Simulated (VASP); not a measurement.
FeC3: single point with PBE

The system is FeC3.

```
Fe C
1.0
     3.07929    0.00000    0.00000
     0.00000    3.07929    0.00000
     0.00000    0.00000    3.07929
Fe C
1 3
Direct
  0.00000 0.00000 0.00000
  0.00000 0.50000 0.50000
  0.50000 0.00000 0.50000
  0.50000 0.50000 0.00000
```

| Quantity | Value |
| --- | --- |
| Program | VASP 6.6.1 |
| Task | single point |
| Functional | PBE |
| Potentials or basis | VASP PAW PBE potentials, release 64 (Fe, C) |
| Cutoff | 520 eV |
| k mesh | 6 × 6 × 6 |
| Occupations | gaussian, width 0.1 eV |
| Spin | collinear spin, ferromagnetic start |
| Starting moments | [2.42, 0.0, 0.0, 0.0] μB |

- Pressure: 2.7 GPa
- Net moment: 0.66 μB per cell
- Site moments: Fe +0.65; C -0.00 μB
- Valence electrons inside the program's atomic spheres: Fe 7.50; C 2.17

Levels at points of the mesh, in eV from the Fermi level:
Spin up:
```
           k point  band 6  band 7  band 8  band 9  band 10  band 11  band 12  band 13  band 14  band 15
(0.00, 0.00, 0.00)   -6.00   -1.91   -1.91   -1.91     0.11     0.11     1.54     1.54     1.54     5.25
(0.50, 0.00, 0.00)   -4.99   -1.81   -1.54   -1.53    -1.53     0.58     0.58     0.93     1.77     3.54
(0.50, 0.50, 0.00)   -4.54   -1.84   -1.40   -0.87    -0.76     0.64     0.64     0.74     3.06     3.06
(0.50, 0.50, 0.50)   -7.32   -7.32   -1.09   -1.09     0.13     0.13     0.13     4.28     5.76     5.76
```
Spin down:
```
           k point  band 8  band 9  band 10  band 11  band 12  band 13
(0.00, 0.00, 0.00)   -1.16   -1.16     0.49     0.49     1.50     1.50
(0.50, 0.00, 0.00)   -1.54   -1.15    -1.05     0.97     1.08     1.08
(0.50, 0.50, 0.00)   -0.94   -0.81    -0.30     0.62     0.62     1.26
(0.50, 0.50, 0.50)   -0.58   -0.58     0.87     0.87     0.87     4.47
```

Run time: 66 s on 1 thread of Intel(R) Xeon(R) 6975P-C (Granite Rapids), with other jobs on the host, peak memory 0.16 GiB.
